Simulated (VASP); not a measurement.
# CdS (rocksalt type) (Fm-3m) in VASP: single point with PBEsol

Aim: the single point of CdS (rocksalt type) with PBEsol.

All numbers are computed with VASP 6.6.1; they aren't measurements. Logs are shortened: lines on timing, memory, paths and dates and some standing lists are left out, and cuts for length are marked.

### Step 1. The cell of the first run

It takes space group Fm-3m (No. 225, cubic). Conventional cell: a = 5.172 Å, b = 5.172 Å, c = 5.172 Å, α = 90.00°, β = 90.00°, γ = 90.00°. Cd (site symmetry m-3m) has 6 S at 2.59 Å within 3.4 Å. Within 3.4 Å of S (site symmetry m-3m) lie 6 Cd at 2.59 Å.

### Step 2. Single point, PBEsol (17.29 Å³/atom)

INCAR reads:

```
PREC = Accurate ; ENCUT = 630
EDIFF = 1E-6 ; ISMEAR = -1
SIGMA = 0.08 ; LREAL = False
LASPH = True ; NELM = 120
ALGO = Normal ; ISIF = 2
LWAVE = False ; LCHARG = False
GGA = PS ; NBANDS = 20
GGA_COMPAT = False
```

KPOINTS reads:

```
Automatic mesh
0
Gamma
  13 13 13
```

POSCAR reads:

```
CdS
1.0
    0.0000000000      2.5859695187      2.5859695187
    2.5859695187      0.0000000000      2.5859695187
    2.5859695187      2.5859695187      0.0000000000
Cd S
1 1
Direct
    0.0000000000      0.0000000000      0.0000000000
    0.5000000000      0.5000000000      0.5000000000
```

Potentials or basis: VASP PAW PBE potentials, release 64 (Cd_sv_GW, S).

Command:

```console
$ cat potpaw_PBE.64/Cd_sv_GW/POTCAR potpaw_PBE.64/S/POTCAR > POTCAR
$ mpirun -np 1 vasp_std > vasp.out
```

OUTCAR:

```text
PREC = Accurate
   ENCUT = 630
   EDIFF = 1E-6
   ISMEAR = -1
   LREAL = False
   LASPH = True
   NELM = 120
   ISIF = 2
   GGA = PS

 ion  position               nearest neighbor table
   1  0.000  0.000  0.000-   2 2.59   2 2.59   2 2.59   2 2.59   2 2.59   2 2.59
   2  0.500  0.500  0.500-   1 2.59   1 2.59   1 2.59   1 2.59   1 2.59   1 2.59

  LATTYP: Found a face centered cubic cell.
 ALAT       =     5.1719390374

  Lattice vectors:

 A1 = (   0.0000000000,   2.5859695187,   2.5859695187)
 A2 = (   2.5859695187,   0.0000000000,   2.5859695187)
 A3 = (   2.5859695187,   2.5859695187,   0.0000000000)

Analysis of symmetry for initial positions (statically):
=====================================================================
 Subroutine PRICEL returns:
 Original cell was already a primitive cell.

 Routine SETGRP: Setting up the symmetry group for a
 face centered cubic supercell.

 Subroutine GETGRP returns: Found 48 space group operations
 (whereof 48 operations were pure point group operations)
 out of a pool of 48 trial point group operations.

The static configuration has the point symmetry O_h .

Analysis of symmetry for dynamics (positions and initial velocities):
=====================================================================
 Subroutine PRICEL returns:
 Original cell was already a primitive cell.

 Routine SETGRP: Setting up the symmetry group for a
 face centered cubic supercell.

 Subroutine GETGRP returns: Found 48 space group operations
 (whereof 48 operations were pure point group operations)
 out of a pool of 48 trial point group operations.

The dynamic configuration has the point symmetry O_h .

 Subroutine INISYM returns: Found 48 space group operations
 (whereof 48 operations are pure point group operations),
 and found     1 'primitive' translations

----------------------------------------------------------------------------------------

                                     Primitive cell

  volume of cell :      34.5860

  direct lattice vectors                    reciprocal lattice vectors
     0.000000000  2.585969519  2.585969519    -0.193351080  0.193351080  0.193351080
     2.585969519  0.000000000  2.585969519     0.193351080 -0.193351080  0.193351080
     2.585969519  2.585969519  0.000000000     0.193351080  0.193351080 -0.193351080

  length of vectors
     3.657113165  3.657113165  3.657113165     0.334893895  0.334893895  0.334893895

  position of ions in fractional coordinates (direct lattice)
     0.000000000  0.000000000  0.000000000
     0.500000000  0.500000000  0.500000000

  ion indices of the primitive-cell ions
   primitive index   ion index
                 1           1
                 2           2

----------------------------------------------------------------------------------------

 KPOINTS: Automatic mesh

Automatic generation of k-mesh.
 Grid dimensions read from file:
 generate k-points for:   13   13   13

 Generating k-lattice:

  Cartesian coordinates                     Fractional coordinates (reciprocal lattice)
    -0.014873160  0.014873160  0.014873160     0.076923077  0.000000000  0.000000000
     0.014873160 -0.014873160  0.014873160     0.000000000  0.076923077  0.000000000
     0.014873160  0.014873160 -0.014873160     0.000000000  0.000000000  0.076923077

  Length of vectors
     0.025761069  0.025761069  0.025761069

  Shift w.r.t. Gamma in fractional coordinates (k-lattice)
     0.000000000  0.000000000  0.000000000

 Subroutine IBZKPT returns following result:
 ===========================================

 Found     84 irreducible k-points:

 Following reciprocal coordinates:
            Coordinates               Weight
  0.000000  0.000000  0.000000      1.000000
  0.076923  0.000000  0.000000      8.000000
  0.153846  0.000000  0.000000      8.000000
  0.230769  0.000000  0.000000      8.000000
  0.307692  0.000000  0.000000      8.000000
  0.384615  0.000000  0.000000      8.000000
[... 16 lines left out ...]
  0.384615  0.153846  0.000000     24.000000
  0.461538  0.153846  0.000000     24.000000
 [... further k-points ...]
   k-points           NKPTS =     84   k-points in BZ     NKDIM =     84   number of bands    NBANDS=     20
   number of dos      NEDOS =    301   number of ions     NIONS =      2
   total plane-waves  NPLWV =  27000
   dimension x,y,z NGX =    30 NGY =   30 NGZ =   30
   dimension x,y,z NGXF=    60 NGYF=   60 NGZF=   60
   ions per type =               1   1
   NGX,Y,Z   is equivalent  to a cutoff of  13.64, 13.64, 13.64 a.u.
   NGXF,Y,Z  is equivalent  to a cutoff of  27.27, 27.27, 27.27 a.u.
 SYSTEM =  unknown system
   PREC   = accura    normal or accurate (medium, high low for compatibility)
   ISTART =      0    job   : 0-new  1-cont  2-samecut
   ICHARG =      2    charge: 1-file 2-atom 10-const
   ISPIN  =      1    spin polarized calculation?
   LNONCOLLINEAR =      F non collinear calculations
   LSORBIT =      F    spin-orbit coupling
   LASPH  =      T    aspherical Exc in radial PAW
   ENCUT  =  630.0 eV  46.30 Ry    6.80 a.u.   7.48  7.48  7.48*2*pi/ulx,y,z
   NELM   =    120;   NELMIN=  2; NELMDL= -5     # of ELM steps
   EDIFF  = 0.1E-05   stopping-criterion for ELM
   LREAL  =      F    real-space projection
   EDIFFG = 0.1E-04   stopping-criterion for IOM
   NSW    =      0    number of steps for IOM
   IBRION =     -1    ionic relax: 0-MD 1-quasi-New 2-CG
   NFREE  =      0    steps in history (QN), initial steepest desc. (CG)
   ISIF   =      2    stress and relaxation
   ISYM   =      2    0-nonsym 1-usesym 2-fastsym
   POTIM  = 0.5000    time-step for ionic-motion
   TEBEG  =    0.0;   TEEND  =   0.0 temperature during run
   PSTRESS=    0.0 pullay stress
   NELECT =      26.0000    total number of electrons
   NUPDOWN=      -1.0000    fix difference up-down
   EMIN   =  10.00;   EMAX   =-10.00  energy-range for DOS
   EFERMI =   0.00;   METHOD = LEGACY
   ISMEAR =    -1;   SIGMA  =   0.08  broadening in eV -4-tet -1-fermi 0-gaus
   EFERMI_NEDOS =   21; number of points for ismear=-14 and -15
   IALGO  =     38    algorithm
   IMIX   =      4    mixing-type and parameters
     AMIX     =   0.40;   BMIX     =  1.00
     AMIX_MAG =   1.60;   BMIX_MAG =  1.00
  volume/ion in A,a.u.               =      17.29       116.70
  Fermi-wavevector in a.u.,A,eV,Ry     =   1.488558  2.812968 30.147873  2.215806
  Thomas-Fermi vector in A             =   2.601578
   LORBIT       =      0    0 simple, 1 ext, 2 COOP (PROOUT), +10 PAW based schemes
   GGA     = PS    functional components
   LHFCALC =     F    Hartree Fock is set to
   AEXX    =    0.0000 exact exchange contribution
   IVDW    =     0    specifies the selected vdW correction
   LEPSILON=     F    determine dielectric tensor
   LRPA    =     F    only Hartree local field effects (RPA)
 non-spin polarized calculation
  energy-cutoff  :      630.00
  volume of cell :       34.59
 maximum number of plane-waves:      1266
 NGX is ok and might be reduce to    30
   NGX = 15   NGY = 15   NGZ = 15

 number of electron      25.9999992 magnetization

 Free energy of the ion-electron system (eV)
  ---------------------------------------------------
  ext. energy  EPLUGINS =         0.00000000
  ---------------------------------------------------
  free energy    TOTEN  =        -6.54474051 eV

  energy without entropy =       -6.54238605  energy(sigma->0) =       -6.54356328

 E-fermi :   7.1137     XC(G=0): -11.6281

 val. band max:        7.0347682197   @ k =   0.4615   0.4615   0.0000
 cond. band min:       7.3041954382   @ k =  -0.4615   0.4615   0.0000
 fundamental gap:      0.2694272185
 Fermi energy:         7.1136965614

 k-point     1 :       0.0000    0.0000    0.0000
  band No.  band energies     occupation
      1     -94.9698      2.00000
      2     -56.0695      2.00000
      3     -56.0695      2.00000
      4     -56.0695      2.00000
      5      -7.3132      2.00000
      6      -1.2384      2.00000
[... 12 lines left out ...]
     19      19.3138      0.00000
     20      19.3453      0.00000

 k-point     2 :       0.0769    0.0000    0.0000
  band No.  band energies     occupation
      1     -94.9698      2.00000
      2     -56.0697      2.00000
      3     -56.0695      2.00000
      4     -56.0695      2.00000
      5      -7.2438      2.00000
      6      -1.2701      2.00000
[... 12 lines left out ...]
     19      18.0672      0.00000
     20      18.1648      0.00000

 k-point     3 :       0.1538    0.0000    0.0000
  band No.  band energies     occupation
      1     -94.9698      2.00000
      2     -56.0705      2.00000
      3     -56.0697      2.00000
      4     -56.0697      2.00000
      5      -7.0416      2.00000
      6      -1.3571      2.00000
[... 12 lines left out ...]
     19      17.4359      0.00000
     20      18.3219      0.00000

 k-point     4 :       0.2308    0.0000    0.0000
  band No.  band energies     occupation
      1     -94.9697      2.00000
      2     -56.0714      2.00000
      3     -56.0698      2.00000
      4     -56.0698      2.00000
      5      -6.7263      2.00000
      6      -1.4746      2.00000
[... 12 lines left out ...]
     19      17.6983      0.00000
     20      18.2080      0.00000

 k-point     5 :       0.3077    0.0000    0.0000
  band No.  band energies     occupation
      1     -94.9697      2.00000
      2     -56.0724      2.00000
      3     -56.0700      2.00000
      4     -56.0700      2.00000
      5      -6.3386      2.00000
      6      -1.5933      2.00000
[... 12 lines left out ...]
     19      18.3423      0.00000
     20      18.3423      0.00000
[... 353 lines left out ...]
      6      -1.5652      2.00000
[... 12 lines left out ...]
     19      19.6253      0.00000
     20      20.5849      0.00000

 k-point    22 :       0.3077    0.1538    0.0000
  band No.  band energies     occupation
      1     -94.9697      2.00000
      2     -56.0718      2.00000
      3     -56.0703      2.00000
      4     -56.0702      2.00000
      5      -6.4698      2.00000
      6      -1.6329      2.00000
[... 12 lines left out ...]
     19      19.6992      0.00000
     20      20.3932      0.00000

 k-point    23 :       0.3846    0.1538    0.0000
  band No.  band energies     occupation
      1     -94.9697      2.00000
      2     -56.0727      2.00000
      3     -56.0704      2.00000
      4     -56.0704      2.00000
      5      -6.1440      2.00000
      6      -1.6658      2.00000
[... 12 lines left out ...]
     19      20.1127      0.00000
     20      20.4577      0.00000

 k-point    24 :       0.4615    0.1538    0.0000
  band No.  band energies     occupation
      1     -94.9696      2.00000
      2     -56.0732      2.00000
      3     -56.0707      2.00000
      4     -56.0704      2.00000
      5      -5.8611      2.00000
      6      -1.6698      2.00000
[... 12 lines left out ...]
     19      20.3159      0.00000
     20      21.0414      0.00000

 [... further k-points ...]

------------------------ aborting loop because EDIFF is reached ----------------------------------------

  FORCE on cell =-STRESS in cart. coord.  units (eV):
  Direction    XX          YY          ZZ          XY          YZ          ZX
  --------------------------------------------------------------------------------------
  -------------------------------------------------------------------------------------
  Total        3.1103138      3.1103138      3.1103138      0.0000000     -0.0000000     -0.0000000
  in kB      144.0836112    144.0836112    144.0836112      0.0000000     -0.0000000     -0.0000000
  external PRESSURE =     144.0836112 kB  Pullay stress =       0.0000000 kB

 VOLUME and BASIS-vectors are now :
 -----------------------------------------------------------------------------
  energy-cutoff  :      630.00
  volume of cell :       34.59
      direct lattice vectors                 reciprocal lattice vectors
     0.000000000  2.585969519  2.585969519    -0.193351080  0.193351080  0.193351080
     2.585969519  0.000000000  2.585969519     0.193351080 -0.193351080  0.193351080
     2.585969519  2.585969519  0.000000000     0.193351080  0.193351080 -0.193351080

 POSITION                                       TOTAL-FORCE (eV/Angst)
 -----------------------------------------------------------------------------------
      0.00000      0.00000      0.00000        -0.000000     -0.000000     -0.000000
      2.58597      2.58597      2.58597         0.000000      0.000000      0.000000
 -----------------------------------------------------------------------------------
    total drift:                               -0.000000      0.000000      0.000000

  FREE ENERGIE OF THE ION-ELECTRON SYSTEM (eV)
  ---------------------------------------------------
  free  energy   TOTEN  =        -6.5447405065 eV

  energy  without entropy=       -6.5423860509  energy(sigma->0) =       -6.54356328
```

It took 82 s on 1 thread of Intel Xeon Platinum 8259CL at 2.50GHz (Skylake/Cascade Lake), shared host; peak memory 0.24 GiB.

What came out:

```
Free energy            : -6.5447 eV
Pressure               : 14.4 GPa
Band gap on the k mesh : 0.14 eV (least direct gap 2.85 eV)
```

Caveat: the cell stands under pressure; the smearing spreads over this small gap; semilocal functionals underestimate gaps, and a narrow one can read as zero; the PAW data sets were made with another functional, which shifts forces and pressure a little; an odd mesh through Γ misses points on the zone boundary, where band edges can lie.

The gap in the log of VASP goes by the Fermi energy; the results here count the filled bands.